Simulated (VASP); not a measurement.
Here is a VASP 6.6.1 calculation.

INCAR

```
PREC = Accurate
ENCUT = 600
EDIFF = 1E-7
ISMEAR = 0
SIGMA = 0.1
LREAL = False
LASPH = True
NELM = 120
ALGO = Normal
ISIF = 4
LWAVE = False
LCHARG = False
GGA = PS
IBRION = 2
NSW = 50
EDIFFG = -0.01
GGA_COMPAT = False
NELMIN = 4
```

Contents of KPOINTS:

```
regular mesh
0
Gamma
  12 12 12
```

POSCAR

```
TaN
1.0
    5.0840194121      0.0000000000      0.0000000000
   -2.5420097061      4.4028899642      0.0000000000
    0.0000000000      0.0000000000      2.8605765051
Ta N
3 3
Direct
    0.0000000000      0.0000000000      0.0000000000
    0.3333333333      0.6666666667      0.5000000000
    0.6666666667      0.3333333333      0.5000000000
    0.5000000000      0.0000000000      0.0000000000
    0.5000000000      0.5000000000      0.0000000000
    0.0000000000      0.5000000000      0.0000000000
```

Potentials or basis: VASP PAW PBE potentials, release 64 (Ta_pv, N).

Run with:

```console
$ cat potpaw_PBE.64/Ta_pv/POTCAR potpaw_PBE.64/N/POTCAR > POTCAR
$ mpirun -np 1 vasp_std > vasp.out
```

(1) What does it give for the band gap on the k mesh?

## Answers

(1) zero (bands 24 and 25 overlap by 2.38 eV).

Caveat: spin-orbit coupling is left out, which moves the levels of the heavy elements.
